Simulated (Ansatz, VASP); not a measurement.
# One calculation of AlN, two programs

```
Al N
1.0
     0.00000    2.03190    2.03190
     2.03190    0.00000    2.03190
     2.03190    2.03190    0.00000
Al N
1 1
Direct
  0.00000 0.00000 0.00000
  0.25000 0.25000 0.25000
```

Change from the starting cell: volume scaled by 0.8, PAW files.

Alike in both runs: task single point; functional PBEsol; k mesh 15 × 15 × 15; occupations fermi-dirac, width 0.08 eV; no spin polarisation.

|  | VASP | Ansatz |
| --- | --- | --- |
| version | VASP 6.6.1 | Ansatz 0.2.0 |
| potentials or method | VASP PAW PBE potentials, release 64 (Al, N) | PAW with Ansatz's default frozen-core files, scalar-relativistic |
| plane-wave cutoff (eV) | 520 | 420 |
| valence electrons in the cell | 8 | 8 |

|  | VASP | Ansatz | Ansatz less VASP |
| --- | --- | --- | --- |
| gap on the k mesh at the Fermi level (eV) | 3.33 | 3.34 | +0.016 |
| pressure (GPa) | 69.4 | 68.5 | -0.88 |

VASP's potentials were made for PBE, not for PBEsol. Both programs put the cell under a high pressure, so it lies far from rest at this level.

Noted on VASP's run: the cell as given lies far from equilibrium.
